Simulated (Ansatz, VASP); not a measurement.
# One calculation of Nb2Si2O, two programs

```xyz
5
Lattice="2.9214 -3.3066 0.0000 2.9214 3.3066 0.0000 0.0000 0.0000 3.6604" Properties=species:S:1:pos:R:3 pbc="T T T"
Nb    1.4607    1.6533    0.0000
Nb    1.4607   -1.6533    0.0000
Si    0.0000    0.0000    1.8302
Si    2.9214    0.0000    1.8302
O     2.9214    0.0000    0.0000
```

Alike in both runs: functional PBE; k mesh 4 × 4 × 6; occupations gaussian, width 0.1 eV; no spin polarisation.

Ansatz relaxed the structure, and its values are those at the end. VASP's run is a single point on that final structure, the one shown.

|  | VASP | Ansatz |
| --- | --- | --- |
| version | VASP 6.6.1 | Ansatz 0.2.0 |
| potentials or method | VASP PAW PBE potentials, release 64 (Nb_sv, Si, O), cutoff 520 eV | scalar-relativistic, plane waves, PAW |
| valence electrons in the cell | 40 | 40 |

```csv
,VASP,Ansatz,Ansatz less VASP
gap on the k mesh at the Fermi level (eV),none,none,-
pressure (GPa),-0.2,0.0,+0.16
```

A gap of «none» marks a metal or a gap that the smearing closes. The functional is the same, so the differences come from potentials, cutoffs and numerics.
